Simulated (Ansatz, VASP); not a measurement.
# WC: VASP beside Ansatz

```xyz
2
Lattice="2.9065 0.0000 0.0000 -1.4532 2.5171 0.0000 0.0000 0.0000 2.8366" Properties=species:S:1:pos:R:3 pbc="T T T"
W     0.0000    0.0000    0.0000
C     1.4033    0.8390    1.4183
```

Alike in both runs: task single point; functional PBE; k mesh 12 × 12 × 11; no spin polarisation.

|  | VASP | Ansatz |
| --- | --- | --- |
| version | VASP 6.6.1 | Ansatz 0.2.0 |
| potentials or method | VASP PAW PBE potentials, release 64 (W_sv, C) | plane waves, PAW |
| plane-wave cutoff (eV) | 520 | 420 |
| occupations | gaussian, width 0.1 eV | gaussian |
| valence electrons in the cell | 18 | 18 |

VASP gave:

* rms of the force components (eV/Å): 0.466

Which values does Ansatz return?

rms of the force components (eV/Å): 0.464.

Atom by atom the forces differ by 0.002 eV/Å (rms over components).

Spin-orbit coupling is off throughout.
